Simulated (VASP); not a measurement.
Input of a VASP 6.6.1 run:

File INCAR:

```
  ALGO = Normal
  EDIFF = 1E-6
  EDIFFG = -0.01
  ENCUT = 600
  GGA = PE
  IBRION = 2
  ISIF = 3
  ISMEAR = 0
  LASPH = True
  LCHARG = False
  LREAL = False
  LWAVE = False
  NELM = 80
  NSW = 100
  PREC = Accurate
  SIGMA = 0.1
```

Contents of KPOINTS:

```
k-points
0
Gamma
  20 20 20
```

File POSCAR:

```
ZnO
1.0
    2.6885216531      0.0000000000      0.0000000000
    0.0000000000      2.6885216531      0.0000000000
    0.0000000000      0.0000000000      2.6885216531
Zn O
1 1
Direct
    0.0000000000      0.0000000000      0.0000000000
    0.5000000000      0.5000000000      0.5000000000
```

Potentials or basis: VASP PAW PBE potentials, release 64 (Zn, O).

Command:

```bash
$ cat potpaw_PBE.64/Zn/POTCAR potpaw_PBE.64/O/POTCAR > POTCAR
$ mpirun -np 1 vasp_std > vasp.out
```

Problem. Predict the space group after relaxing (to 0.05 Å).

Solution. Pm-3m (No. 221).

Problem. What does it give for the relaxed volume?

Solution. 9.75 Å³/atom.

Final structure:
```cif
data_structure
_symmetry_space_group_name_H-M 'P 1'
_symmetry_Int_Tables_number 1
_cell_length_a 2.6914
_cell_length_b 2.6914
_cell_length_c 2.6914
_cell_angle_alpha 90.000
_cell_angle_beta 90.000
_cell_angle_gamma 90.000
_cell_volume 19.49
loop_
_atom_site_label
_atom_site_type_symbol
_atom_site_fract_x
_atom_site_fract_y
_atom_site_fract_z
_atom_site_occupancy
Zn1 Zn 0.00000 0.00000 0.00000 1
O1 O 0.50000 0.50000 0.50000 1
```
